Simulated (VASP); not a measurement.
SnSe: single point with PBE+D3(BJ)

The system is SnSe.

```
Sn Se
1.0
     0.00000    2.89627    2.89627
     2.89627    0.00000    2.89627
     2.89627    2.89627    0.00000
Sn Se
1 1
Direct
  0.00000 0.00000 0.00000
  0.50000 0.50000 0.50000
```

This cell differs from its parent crystal: volume scaled by 0.91.

- Program: VASP 6.6.1
- Task: single point
- Functional: PBE
- Dispersion: D3(BJ)
- Potentials or basis: VASP PAW PBE potentials, release 64 (Sn_d, Se)
- Cutoff: 520 eV
- k mesh: 10 × 10 × 10
- Occupations: gaussian, width 0.02 eV
- Spin: no spin polarisation
- Dipole correction: no
- Further INCAR settings: ALGO = Normal; EDIFF = 1e-06; NBANDS = 17

| Item | Value |
| --- | --- |
| Pressure | 6.1 GPa |
| Band gap on the k mesh | 0.35 eV, indirect (least direct gap 0.56 eV) |
| Dispersion energy per atom | -0.398 eV |

Levels at points of the mesh, in eV from the valence-band top:
```csv
k point,band 8,band 9,band 10,band 11,band 12,band 13
"(0.00, 0.00, 0.00)",-2.71,-2.71,-2.71,4.59,4.59,4.59
"(0.50, 0.00, 0.00)",-2.43,-2.43,-0.27,0.88,0.98,0.98
"(0.50, 0.50, 0.00)",-6.22,-4.39,-4.39,2.43,5.85,5.85
```

It took 17 s on 1 thread of Intel(R) Xeon(R) 6975P-C (Granite Rapids), on a shared host, peak memory 0.2 GiB.

Caveat: spin-orbit coupling is left out, which moves the levels of the heavy elements. A k mesh can miss the band edges.
